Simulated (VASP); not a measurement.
A run of VASP 6.6.1 is set up as follows.

INCAR

```
SYSTEM = LiHfC3
ALGO     = Normal         ! electronic algorithm
EDIFF    = 1E-6           ! SCF threshold, eV
EDIFFG   = -0.01          ! ionic threshold
ENCUT    = 600            ! plane-wave cutoff, eV
GGA      = PE             ! functional
IBRION   = 2              ! ionic algorithm
ISIF     = 3              ! what is computed and relaxed
ISMEAR   = 0              ! smearing method
LASPH    = .True.         ! aspherical terms in the spheres
LCHARG   = .False.        ! write CHGCAR
LREAL    = .False.        ! projectors in reciprocal space
LWAVE    = .False.        ! write WAVECAR
NELM     = 100            ! most SCF steps
NSW      = 100            ! ionic steps
PREC     = Accurate       ! precision mode
SIGMA    = 0.1            ! smearing width, eV
```

KPOINTS

```
k-points
0
Gamma
  12 12 6
  0 0 0
```

POSCAR

```
LiHfC3
1.0
    4.3498186597      0.0000000000      0.0000000000
   -2.1749093299      3.7670534612      0.0000000000
    0.0000000000      0.0000000000      6.0801115116
Li Hf C
1 1 3
Direct
    0.0000000000      0.0000000000      0.5000000000
    0.0000000000      0.0000000000      0.0000000000
    0.5000000000      0.0000000000      0.0000000000
    0.0000000000      0.5000000000      0.0000000000
    0.5000000000      0.5000000000      0.0000000000
```

Potentials or basis: VASP PAW PBE potentials, release 64 (Li_sv, Hf_pv, C).

Command:

```console
$ cat potpaw_PBE.64/Li_sv/POTCAR potpaw_PBE.64/Hf_pv/POTCAR potpaw_PBE.64/C/POTCAR > POTCAR
$ mpirun -np 1 vasp_std > vasp.out
```

(1) Predict the relaxed volume.

(2) Predict the space group after relaxing (to 0.1 Å).

Answers

(1) 19.91 Å³/atom.

(2) P6/mmm (No. 191).

Caveat: the cutoff is under 1.25 times the usual one of these potentials, so pressure, stress and relaxed cells hold a basis-set (Pulay) error.
